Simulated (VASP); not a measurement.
Here is a VASP 6.6.1 calculation.

INCAR

```
PREC = Accurate
ENCUT = 520
EDIFF = 1E-7
ISMEAR = 0
SIGMA = 0.1
LREAL = False
LASPH = True
NELM = 100
ALGO = Normal
ISIF = 2
LWAVE = False
LCHARG = False
GGA = PE
NBANDS = 22
```

The input KPOINTS:

```
regular mesh
0
Gamma
  6 6 6
```

The input POSCAR:

```
SbO4
1.0
   -1.9676507603      1.9676507603      4.4820259690
    1.9676507603     -1.9676507603      4.4820259690
    1.9676507603      1.9676507603     -4.4820259690
Sb O
1 4
Direct
    0.0000000000      0.0000000000      0.0000000000
    0.7793940568      0.7793940568      0.0000000000
    0.5000000000      0.0000000000      0.5000000000
    0.0000000000      0.5000000000      0.5000000000
    0.2206059432      0.2206059432      0.0000000000
```

Potentials or basis: VASP PAW PBE potentials, release 64 (Sb, O).

Command:

```console
$ cat potpaw_PBE.64/Sb/POTCAR potpaw_PBE.64/O/POTCAR > POTCAR
$ mpirun -np 1 vasp_std > vasp.out
```

**Question.** Estimate the largest force.

**Answer.** 0.051 eV/Å.

**Question.** What does it give for the band gap on the k mesh?

**Answer.** Zero (an odd number of electrons rules out a gap without spin polarisation).

**Question.** Predict the pressure.

**Answer.** 0.2 GPa.

Stress tensor (GPa, compression positive):
```
0.04 0.00 0.00
0.00 0.04 0.00
0.00 0.00 0.56
```

Caveat: spin-orbit coupling is left out, which moves the levels of the heavy elements; an odd number of electrons without spin polarisation forces a metal; a magnetic or distorted state may lie lower.
